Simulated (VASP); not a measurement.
KBr, 2 atoms in the cell. The structure is cubic, space group Fm-3m (No. 225). Conventional cell: a = 6.604 Å, b = 6.604 Å, c = 6.604 Å, α = 90.00°, β = 90.00°, γ = 90.00°. K (site symmetry m-3m) has 6 Br at 3.30 Å within 4.3 Å. Br (site symmetry m-3m) has 6 K at 3.30 Å within 4.3 Å. 

| Item | Value |
| --- | --- |
| Program | VASP 6.6.1 |
| Task | single point |
| Functional | PBE |
| Potentials or basis | VASP PAW PBE potentials, release 64 (K_sv, Br) |
| Cutoff | 520 eV |
| k mesh | 4 × 4 × 4 |
| Occupations | gaussian, width 0.01 eV |
| Spin | no spin polarisation |
| Dipole correction | no |
| Further INCAR settings | ALGO = Normal; EDIFF = 1e-07; NBANDS = 15 |

Potentials or basis: VASP PAW PBE potentials, release 64 (K_sv, Br).

The run is started by

```console
$ cat potpaw_PBE.64/K_sv/POTCAR potpaw_PBE.64/Br/POTCAR > POTCAR
$ mpirun -np 1 vasp_std > vasp.out
```

Hardware: 1 thread of AMD EPYC 9R45 96-Core Processor (Zen 5), with other jobs on the host.

Estimate the wall time of this run.

Wall time 6.6 s on 1 thread of AMD EPYC 9R45 96-Core Processor (Zen 5), on a shared host, peak memory 0.17 GiB. Counts: scf iterations 15, k points 8.
